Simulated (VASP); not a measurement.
# Si2F (Cmcm) in VASP: relaxation of cell and atoms with PBE

Aim: the relaxation of cell and atoms of Si2F with PBE.

All numbers are computed with VASP 6.6.1; they aren't measurements. Logs are shortened: lines on timing, memory, paths and dates and some standing lists are left out, and cuts for length are marked.

### Step 1. The cell of the first run

It takes space group Cmcm (No. 63, orthorhombic). Conventional cell: a = 3.577 Å, b = 14.191 Å, c = 3.529 Å, α = 90.00°, β = 90.00°, γ = 90.00°. Si (site symmetry m2m) has 8 Si at 2.51 to 3.22 Å and 4 F at 2.72 to 2.74 Å within 3.3 Å. Within 3.3 Å of Si (site symmetry m2m) lie 6 Si at 2.47 to 3.22 Å and 6 F at 2.59 to 2.95 Å. Within 3.6 Å of F (site symmetry m2m) lie 10 Si at 2.59 to 2.95 Å and 6 F at 3.44 to 3.58 Å.

### Step 2. Relaxation of cell and atoms, PBE

The input, INCAR:

```
SYSTEM = Si2F
PREC = Accurate
ENCUT = 1350
EDIFF = 1E-7
ISMEAR = 1
SIGMA = 0.029
LREAL = .FALSE.
LASPH = .TRUE.
NELM = 120
ALGO = Normal
ISIF = 3
LWAVE = .FALSE.
LCHARG = .FALSE.
GGA = PE
IBRION = 2
NSW = 100
EDIFFG = -0.01
GGA_COMPAT = .FALSE.
NELMIN = 4
```

The input, KPOINTS:

```
Automatic mesh
0
G
  5 5 5
  0 0 0
```

The input, POSCAR:

```
Si2F
1.0
    3.5766220000      0.0000000000      0.0000000000
    1.7883110000     -7.0955560000      0.0000000000
    0.0000000000      0.0000000000     -3.5285490000
Si F
4 2
Direct
    0.7500000000      0.5000000000      0.7500000000
    0.2500000000      0.5000000000      0.2500000000
    0.4390000000      0.1220000000      0.7500000000
    0.5610000000      0.8780000000      0.2500000000
    0.1040000000      0.7920000000      0.7500000000
    0.8960000000      0.2080000000      0.2500000000
```

Potentials or basis: VASP PAW PBE potentials, release 64 (Si, F_h).

Run with:

```
$ cat potpaw_PBE.64/Si/POTCAR potpaw_PBE.64/F_h/POTCAR > POTCAR
$ mpirun -np 1 vasp_std > vasp.out
```

OUTCAR:

```text
SYSTEM = Si2F
   PREC = Accurate
   ENCUT = 1350
   EDIFF = 1E-7
   ISMEAR = 1
   LREAL = .FALSE.
   LASPH = .TRUE.
   NELM = 120
   ISIF = 3
   GGA = PE
   IBRION = 2
   NSW = 100
   EDIFFG = -0.01
   NELMIN = 4

 ion  position               nearest neighbor table
   1  0.750  0.500  0.750-   2 2.51   2 2.51   2 2.51   2 2.51
   2  0.250  0.500  0.250-   1 2.51   1 2.51   1 2.51   1 2.51
   3  0.439  0.122  0.750-   4 2.47   4 2.47
   4  0.561  0.878  0.250-   3 2.47   3 2.47
   5  0.104  0.792  0.750-
   6  0.896  0.208  0.250-

  LATTYP: Found a base centered orthorhombic cell.
 ALAT       =     3.5766220000
 B/A-ratio  =     3.9677416288
 C/A-ratio  =     0.9865591052

  Lattice vectors:

 A1 = (   1.7883110000,   7.0955560000,   0.0000000000)
 A2 = (   1.7883110000,  -7.0955560000,   0.0000000000)
 A3 = (   0.0000000000,   0.0000000000,  -3.5285490000)

Analysis of symmetry for initial positions (statically):
=====================================================================
 Subroutine PRICEL returns:
 Original cell was already a primitive cell.

 Routine SETGRP: Setting up the symmetry group for a
 base centered orthorhombic supercell.

 Subroutine GETGRP returns: Found  8 space group operations
 (whereof  4 operations were pure point group operations)
 out of a pool of  8 trial point group operations.

The static configuration has the point symmetry C_2h.
 The point group associated with its full space group is D_2h.

Analysis of symmetry for dynamics (positions and initial velocities):
=====================================================================
 Subroutine PRICEL returns:
 Original cell was already a primitive cell.

 Routine SETGRP: Setting up the symmetry group for a
 base centered orthorhombic supercell.

 Subroutine GETGRP returns: Found  8 space group operations
 (whereof  4 operations were pure point group operations)
 out of a pool of  8 trial point group operations.

The dynamic configuration has the point symmetry C_2h.
 The point group associated with its full space group is D_2h.

 Subroutine INISYM returns: Found  8 space group operations
 (whereof  4 operations are pure point group operations),
 and found     1 'primitive' translations

[... 123 lines left out ...]
  volume/ion in A,a.u.               =      14.92       100.72
  Fermi-wavevector in a.u.,A,eV,Ry     =   1.137008  2.148633 17.589426  1.292786
  Thomas-Fermi vector in A             =   2.273713
   LORBIT       =      0    0 simple, 1 ext, 2 COOP (PROOUT), +10 PAW based schemes
   GGA     = PE    functional components
   LHFCALC =     F    Hartree Fock is set to
   AEXX    =    0.0000 exact exchange contribution
   IVDW    =     0    specifies the selected vdW correction
   LEPSILON=     F    determine dielectric tensor
   LRPA    =     F    only Hartree local field effects (RPA)
 conjugate gradient relaxation of ions
 non-spin polarized calculation
 Methfessel and Paxton  Order N= 1 SIGMA  =   0.03
  energy-cutoff  :     1350.00
  volume of cell :       89.55
 maximum number of plane-waves:     10115
 NGX is ok and might be reduce to    48
   NGX = 21   NGY = 43   NGZ = 21

--------------------------------------- Ionic step        1  -------------------------------------------

 number of electron      30.0000000 magnetization

 Free energy of the ion-electron system (eV)
  ---------------------------------------------------
  ext. energy  EPLUGINS =         0.00000000
  ---------------------------------------------------
  free energy    TOTEN  =       -25.54845835 eV

  energy without entropy =      -25.54759363  energy(sigma->0) =      -25.54817011

------------------------ aborting loop because EDIFF is reached ----------------------------------------

  FORCE on cell =-STRESS in cart. coord.  units (eV):
  Direction    XX          YY          ZZ          XY          YZ          ZX
  --------------------------------------------------------------------------------------
  -------------------------------------------------------------------------------------
  Total        1.1838706      0.3932539     -1.1495429      0.0000000      0.0000000      0.0000000
  in kB       21.1816217      7.0360342    -20.5674357      0.0000000      0.0000000      0.0000000
  external PRESSURE =       2.5500734 kB  Pullay stress =       0.0000000 kB
[... 101 lines left out ...]
  FREE ENERGIE OF THE ION-ELECTRON SYSTEM (eV)
  ---------------------------------------------------
  free  energy   TOTEN  =       -25.8945311329 eV

  energy  without entropy=      -25.8944044701  energy(sigma->0) =      -25.89448891

[... ionic steps 4 to 53 ...]

--------------------------------------- Ionic step       54  -------------------------------------------

 number of electron      29.9999999 magnetization

------------------------ aborting loop because EDIFF is reached ----------------------------------------
[... 75 lines left out ...]
--------------------------------------- Ionic step       56  -------------------------------------------

 number of electron      29.9999999 magnetization

 Free energy of the ion-electron system (eV)
  ---------------------------------------------------
  ext. energy  EPLUGINS =         0.00000000
  ---------------------------------------------------
  free energy    TOTEN  =       -27.88992952 eV

  energy without entropy =      -27.88954794  energy(sigma->0) =      -27.88980233

 E-fermi :   7.5192     XC(G=0): -10.5369

 val. band max:        7.4334341074   @ k =   0.0000   0.2000   0.2000
 cond. band min:       7.5282079971   @ k =  -0.4000   0.2000   0.4000
 fundamental gap:      0.0947738896
 Fermi energy:         7.5191690906

 k-point     1 :       0.0000    0.0000    0.0000
  band No.  band energies     occupation
      1     -16.6437      2.00000
      2     -16.4412      2.00000
      3      -5.5155      2.00000
      4      -2.6396      2.00000
      5      -2.2863      2.00000
      6       0.0220      2.00000
[... 505 lines left out ...]
      6       0.5981      2.00000
[... 11 lines left out ...]
     18       8.9506      0.00000
     19       9.7329      0.00000

 [... further k-points ...]

------------------------ aborting loop because EDIFF is reached ----------------------------------------

  FORCE on cell =-STRESS in cart. coord.  units (eV):
  Direction    XX          YY          ZZ          XY          YZ          ZX
  --------------------------------------------------------------------------------------
  -------------------------------------------------------------------------------------
  Total        0.0193451      0.0159074      0.0098362      0.0000000     -0.0000000      0.0000000
  in kB        0.3750613      0.3084110      0.1907039      0.0000000     -0.0000000      0.0000000
  external PRESSURE =       0.2913920 kB  Pullay stress =       0.0000000 kB
[... 21 lines left out ...]
  FREE ENERGIE OF THE ION-ELECTRON SYSTEM (eV)
  ---------------------------------------------------
  free  energy   TOTEN  =       -27.8899295227 eV

  energy  without entropy=      -27.8895479412  energy(sigma->0) =      -27.88980233

 reached required accuracy - stopping structural energy minimisation
```

OSZICAR:

```text
N       E                     dE             d eps       ncg     rms          rms(c)
DAV:   1     0.241420885313E+03    0.24142E+03   -0.23745E+04  1026   0.298E+03
DAV:   2     0.150394457661E+02   -0.22638E+03   -0.21710E+03  1344   0.357E+02
[... 647 lines left out ...]
DAV:   3    -0.278899346823E+02   -0.30950E-05   -0.13659E-04  1148   0.970E-02    0.145E-02
DAV:   4    -0.278899319992E+02    0.26830E-05   -0.48470E-05  1307   0.653E-02    0.146E-02
DAV:   5    -0.278899291073E+02    0.28920E-05   -0.17511E-05  1199   0.386E-02    0.237E-03
DAV:   6    -0.278899293336E+02   -0.22630E-06   -0.14012E-06  1138   0.968E-03    0.158E-03
DAV:   7    -0.278899294471E+02   -0.11353E-06   -0.36924E-08   569   0.147E-03    0.727E-04
DAV:   8    -0.278899295227E+02   -0.75566E-07   -0.92439E-09   540   0.742E-04
  56 F= -.27889930E+02 E0= -.27889802E+02  d E =-.771237E-04
```

It took 57 min on 1 thread of Intel Xeon 6975P-C (Granite Rapids), shared host; peak memory 0.63 GiB.

Results:

* Free energy: -27.8899 eV
* Relaxed volume: 13.77 Å³/atom
* Relaxed cell: a = 3.971 Å, b = 8.456 Å, c = 2.532 Å, α = 90.00°, β = 90.00°, γ = 76.42°
* Space group after relaxing (to 0.1 Å): Cmcm (No. 63)
* Energy gained by relaxing: 390.2 meV/atom
* Ionic steps: 56
* Pressure after relaxing: 0.0 GPa
* Largest force after relaxing: 0.008 eV/Å
* Band gap on the k mesh: zero (bands 15 and 16 overlap by 2.70 eV)

Forces on the atoms (eV/Å):
```
Si   0.000  0.001  0.000
Si   0.000 -0.001  0.000
Si   0.000  0.008  0.000
Si   0.000 -0.008  0.000
F    0.000 -0.006  0.000
F    0.000  0.006  0.000
```

The path:
| step | energy change (eV) | largest force (eV/Å) | pressure (GPa) | volume (Å³) |
| --- | --- | --- | --- | --- |
| 1 | 0.0000 | 0.6326 | 0.26 | 89.55 |
| 3 | -0.3461 | 0.6338 | -2.49 | 90.65 |
| 5 | 0.3055 | 2.4587 | -5.54 | 92.28 |
| 7 | -0.9324 | 0.6204 | -7.02 | 91.47 |
| 9 | -0.9314 | 0.9682 | -3.23 | 85.86 |
| 11 | -1.0930 | 0.6470 | -4.72 | 87.70 |
| 13 | -1.1427 | 0.6421 | 6.97 | 78.62 |
| 15 | -1.2385 | 0.6412 | 1.15 | 82.40 |
| 17 | -1.3111 | 0.7750 | 0.93 | 82.84 |
| 19 | -1.6837 | 0.6858 | 0.75 | 84.78 |
| 21 | -1.9047 | 0.4930 | -0.28 | 86.13 |
| 23 | -1.9070 | 0.6177 | -0.30 | 86.83 |
| 25 | -1.9703 | 0.4274 | -0.16 | 86.63 |
| 27 | -2.0004 | 0.3944 | -0.04 | 86.64 |
| 29 | -2.0365 | 0.3478 | -0.36 | 86.63 |
| 31 | -2.0782 | 0.1534 | -0.70 | 85.85 |
| 33 | -2.0863 | 0.1430 | -0.83 | 85.41 |
| 35 | -2.1602 | 0.6988 | 3.12 | 79.90 |
| 37 | -2.1625 | 0.7242 | 3.70 | 79.45 |
| 39 | -2.1655 | 0.7468 | 4.02 | 79.19 |
| 41 | -2.1700 | 0.7781 | 4.49 | 78.83 |
| 43 | -2.1891 | 0.7470 | 4.15 | 79.06 |
| 45 | -2.2512 | 0.6142 | 2.89 | 79.98 |
| 47 | -2.3001 | 0.1938 | -1.22 | 83.66 |
| 49 | -2.3221 | 0.2869 | -0.07 | 82.47 |
| 51 | -2.3404 | 0.0158 | 0.01 | 82.81 |
| 53 | -2.3413 | 0.0144 | -0.06 | 82.77 |
| 55 | -2.3414 | 0.0111 | -0.04 | 82.72 |
| 56 | -2.3415 | 0.0079 | 0.03 | 82.64 |

Final structure:
```
Si F
1.0
     3.97094    0.00000    0.00000
     1.98547   -8.21941    0.00000
     0.00000    0.00000   -2.53189
Si F
4 2
Direct
  0.71592 0.56817 0.75000
  0.28408 0.43183 0.25000
  0.42636 0.14728 0.75000
  0.57364 0.85272 0.25000
  0.07914 0.84171 0.75000
  0.92086 0.15829 0.25000
```

Caveat: the k points lie up to 0.50 Å⁻¹ apart in the final cell, too coarse for converged energies and pressures of a metal; a cell axis changed by over 15 % at a fixed basis, so the end point is rough.

The gap in the log of VASP goes by the Fermi energy; the results here count the filled bands.